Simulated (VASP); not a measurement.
Here is a VASP 6.6.1 calculation.

File POSCAR:

```
Cr
1.0
   -1.4146048231      1.4146048231      1.4146048231
    1.4146048231     -1.4146048231      1.4146048231
    1.4146048231      1.4146048231     -1.4146048231
Cr
1
Direct
    0.0000000000      0.0000000000      0.0000000000
```

File INCAR.step1:

```
SYSTEM = Cr
  PREC = Accurate
  ENCUT = 520
  ISMEAR = 0
  SIGMA = 0.1
  LREAL = .False.
  LASPH = .True.
  NELM = 60
  NBANDS = 12
  GGA = PE
  ALGO = Normal
  EDIFF = 1E-4
  LWAVE = .True.
  LCHARG = .False.
```

INCAR.step2

```
SYSTEM = Cr
  PREC = Accurate
  ENCUT = 520
  EDIFF = 1E-6
  ISMEAR = 0
  SIGMA = 0.1
  LREAL = .False.
  LASPH = .True.
  NELM = 60
  ALGO = Normal
  ISIF = 2
  LWAVE = .False.
  LCHARG = .True.
  METAGGA = R2SCAN
  LMIXTAU = .True.
  LELF = .True.
  LVHAR = .True.
  NBANDS = 12
  ISTART = 1
```

KPOINTS

```
Automatic mesh
0
Gamma
  20 20 20
  0 0 0
```

Potentials or basis: VASP PAW PBE potentials, release 64 (Cr_pv).

Command:

```bash
$ cat potpaw_PBE.64/Cr_pv/POTCAR > POTCAR
$ cp INCAR.step1 INCAR
$ mpirun -np 1 vasp_std > vasp.out
$ cp INCAR.step2 INCAR
$ mpirun -np 1 vasp_std > vasp.out
```

**Question.** What does it give for the pressure?

**Answer.** 0.6 GPa.

**Question.** Predict the band gap on the k mesh.

**Answer.** Zero (band 6 reaches 13.77 eV, above the bottom of band 7 at 10.21 eV).

Caveat: the PAW data sets were made with another functional, which shifts forces and pressure a little; the run has no spin polarisation, though such a crystal can be magnetic. Spin polarisation is off, so any magnetic state and its effect on volume and gap are missing.
